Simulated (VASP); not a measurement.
# Mo (Im-3m) in VASP: a series of runs, part 2 of 2

VASP 6.6.1. Earlier steps stand in the parts before.

## Step 4: Single point, PBEsol

INCAR reads:

```
  PREC = Accurate
  ENCUT = 520
  EDIFF = 1E-6
  ISMEAR = 0
  SIGMA = 0.15
  LREAL = F
  LASPH = T
  NELM = 60
  ALGO = Normal
  ISIF = 2
  LWAVE = F
  LCHARG = T
  GGA = PS
  LELF = T
  LVHAR = T
  NBANDS = 13
```

KPOINTS reads:

```
regular mesh
0
Gamma
  16 16 16
```

POSCAR reads:

```
Mo
1.0
   -1.5646534274      1.5646534274      1.5646534274
    1.5646534274     -1.5646534274      1.5646534274
    1.5646534274      1.5646534274     -1.5646534274
Mo
1
Direct
    0.0000000000      0.0000000000      0.0000000000
```

Potentials or basis: VASP PAW PBE potentials, release 64 (Mo_sv).

Run with:

```sh
> cat potpaw_PBE.64/Mo_sv/POTCAR > POTCAR
> mpirun -np 1 vasp_std > vasp.out
```

OUTCAR:

```text
PREC = Accurate
   ENCUT = 520
   EDIFF = 1E-6
   ISMEAR = 0
   LREAL = F
   LASPH = T
   NELM = 60
   ISIF = 2
   GGA = PS

 ion  position               nearest neighbor table
   1  0.000  0.000  0.000-

  LATTYP: Found a body centered cubic cell.
 ALAT       =     3.1293068548

  Lattice vectors:

 A1 = (  -1.5646534274,   1.5646534274,   1.5646534274)
 A2 = (   1.5646534274,  -1.5646534274,   1.5646534274)
 A3 = (   1.5646534274,   1.5646534274,  -1.5646534274)

Analysis of symmetry for initial positions (statically):
=====================================================================
 Subroutine PRICEL returns:
 Original cell was already a primitive cell.

 Routine SETGRP: Setting up the symmetry group for a
 body centered cubic supercell.

 Subroutine GETGRP returns: Found 48 space group operations
 (whereof 48 operations were pure point group operations)
 out of a pool of 48 trial point group operations.

The static configuration has the point symmetry O_h .

Analysis of symmetry for dynamics (positions and initial velocities):
=====================================================================
[... 160 lines left out ...]
 fundamental gap:      0.0323262934
 Fermi energy:        12.7878309718

 k-point     1 :       0.0000    0.0000    0.0000
  band No.  band energies     occupation
      1     -48.4003      2.00000
      2     -21.6399      2.00000
      3     -21.6399      2.00000
      4     -21.6399      2.00000
      5       5.4385      2.00000
      6      11.3882      2.00000
      7      11.3882      2.00000
      8      11.3882      2.00000
      9      14.4765      0.00000
     10      14.4765      0.00000
     11      27.6260      0.00000
     12      27.6260      0.00000
     13      27.6260      0.00000
[... 354 lines left out ...]
  band No.  band energies     occupation
      1     -48.1450      2.00000
      2     -22.8193      2.00000
      3     -22.1282      2.00000
      4     -21.7706      2.00000
      5       8.5102      2.00000
      6       9.7846      2.00000
      7      10.9520      2.00000
      8      13.8991      0.00000
      9      15.2773      0.00000
     10      17.5662      0.00000
     11      26.1874      0.00000
     12      27.7159      0.00000
     13      30.6204      0.00000

 [... further k-points ...]
[... 5 lines left out ...]
  --------------------------------------------------------------------------------------
  -------------------------------------------------------------------------------------
  Total        0.0455568      0.0455568      0.0455568     -0.0000000     -0.0000000     -0.0000000
  in kB        4.7637512      4.7637512      4.7637512     -0.0000000     -0.0000000     -0.0000000
  external PRESSURE =       4.7637512 kB  Pullay stress =       0.0000000 kB

 VOLUME and BASIS-vectors are now :
 -----------------------------------------------------------------------------
  energy-cutoff  :      520.00
  volume of cell :       15.32
      direct lattice vectors                 reciprocal lattice vectors
    -1.564653427  1.564653427  1.564653427     0.000000000  0.319559585  0.319559585
     1.564653427 -1.564653427  1.564653427     0.319559585  0.000000000  0.319559585
     1.564653427  1.564653427 -1.564653427     0.319559585  0.319559585  0.000000000

 POSITION                                       TOTAL-FORCE (eV/Angst)
 -----------------------------------------------------------------------------------
      0.00000      0.00000      0.00000        -0.000000      0.000000     -0.000000
 -----------------------------------------------------------------------------------
    total drift:                                0.000000     -0.000000      0.000000

  FREE ENERGIE OF THE ION-ELECTRON SYSTEM (eV)
  ---------------------------------------------------
  free  energy   TOTEN  =       -11.7856806828 eV

  energy  without entropy=      -11.7799853794  energy(sigma->0) =      -11.78283303
```

OSZICAR:

```text
N       E                     dE             d eps       ncg     rms          rms(c)
DAV:   1     0.914129784498E+02    0.91413E+02   -0.80599E+03  3794   0.111E+03
DAV:   2    -0.113409653724E+02   -0.10275E+03   -0.98583E+02  4395   0.311E+02
DAV:   3    -0.125347927285E+02   -0.11938E+01   -0.11910E+01  4130   0.332E+01
DAV:   4    -0.125373754398E+02   -0.25827E-02   -0.25827E-02  4260   0.189E+00
DAV:   5    -0.125373915565E+02   -0.16117E-04   -0.16115E-04  4220   0.133E-01    0.166E+01
DAV:   6    -0.118846108451E+02    0.65278E+00   -0.77348E-01  3855   0.108E+01    0.454E+00
DAV:   7    -0.117913606349E+02    0.93250E-01   -0.15017E-01  4205   0.451E+00    0.946E-01
DAV:   8    -0.117856934628E+02    0.56672E-02   -0.41520E-03  3865   0.826E-01    0.183E-01
DAV:   9    -0.117856746648E+02    0.18798E-04   -0.99167E-05  4430   0.121E-01    0.799E-02
DAV:  10    -0.117856804661E+02   -0.58013E-05   -0.98614E-06  3885   0.371E-02    0.415E-03
DAV:  11    -0.117856806828E+02   -0.21672E-06   -0.13082E-07  2140   0.403E-03
   1 F= -.11785681E+02 E0= -.11782833E+02  d E =-.569530E-02
```

stdout:

```text
POSCAR found type information on POSCAR Mo
 POSCAR found :  1 types and       1 ions
 scaLAPACK will be used
 -----------------------------------------------------------------------------
|                                                                             |
|                                                                             |
|     You enforced a specific xc type in the INCAR file but a different       |
|     I HOPE YOU KNOW WHAT YOU ARE DOING!                                     |
|                                                                             |
 -----------------------------------------------------------------------------

 LDA part: xc-table for (Slater+PW92), standard interpolation
 POSCAR, INCAR and KPOINTS ok, starting setup
 FFT: planning ... GRIDC
 FFT: planning ... GRID_SOFT
 FFT: planning ... GRID
 WAVECAR not read
 entering main loop
```

Wall time 12 s (1 thread of Intel Xeon Platinum 8488C (Sapphire Rapids), shared host); peak memory 0.14 GiB.

Results:

```yaml
Free_energy: -11.7857 eV
Pressure: 0.5 GPa
Band_gap_on_the_k_mesh: zero (band 7 reaches 16.92 eV, above the bottom of band 8 at 11.39 eV)
```

Caveat: the PAW data sets were made with another functional, which shifts forces and pressure a little.

## Step 5: Single point, PBEsol

INCAR reads:

```
PREC = Accurate
ENCUT = 520
EDIFF = 1E-7
ISMEAR = 0
SIGMA = 0.1
LREAL = F
LASPH = T
NELM = 60
ALGO = Normal
ISIF = 2
LWAVE = F
LCHARG = T
GGA = PS
LELF = T
LVHAR = T
NBANDS = 13
```

KPOINTS reads:

```
regular mesh
0
Gamma
  18 18 18
```

POSCAR is that of step 4.

Run with:

```sh
> cat potpaw_PBE.64/Mo_sv/POTCAR > POTCAR
> mpirun -np 1 vasp_std > vasp.out
```

Wall time 16 s (1 thread of Intel Xeon Platinum 8488C (Sapphire Rapids), shared host); peak memory 0.15 GiB.

It converged, with:

| Quantity | Value |
| --- | --- |
| Free energy | -11.7780 eV |
| Pressure | 0.6 GPa |
| Band gap on the k mesh | zero (band 7 reaches 16.92 eV, above the bottom of band 8 at 11.38 eV) |

Levels at points of the mesh, in eV from the Fermi level:
```tsv
k point	band 5	band 6	band 7	band 8	band 9	band 10
(0.00, 0.00, 0.00)	-7.37	-1.43	-1.43	-1.43	1.66	1.66
(0.50, 0.00, 0.00)	-5.49	-3.53	1.66	1.71	2.36	4.90
(0.50, 0.50, 0.50)	-5.64	-5.64	4.11	4.11	4.11	9.16
```

Caveat: the PAW data sets were made with another functional, which shifts forces and pressure a little.

## Step 6: Overview

| task | cell | k mesh | cutoff (eV) | smearing | gap on the mesh (eV) | pressure (GPa) |
| --- | --- | --- | --- | --- | --- | --- |
| single point | a = 2.710 Å, angles 109.5°, 1 atom | 18 × 18 × 18 | 520 | gaussian 0.1 eV | none | 0.6 |
| relaxation of cell and atoms | relaxed from a = 2.721 Å, angles 109.5°, 1 atom | 18 × 18 × 18 | 600 | gaussian 0.1 eV | none | 0.0 |
| single point | a = 2.710 Å, angles 109.5°, 1 atom | 16 × 16 × 16 | 520 | gaussian 0.15 eV | none | 0.5 |

Alike in all rows: level PBEsol; potentials or basis VASP PAW PBE potentials, release 64 (Mo_sv); no spin polarisation.

Caveats: the PAW data sets were made with another functional, which shifts forces and pressure a little.

Total energies depend on the potentials used, so only differences within one code and one set of settings carry meaning.
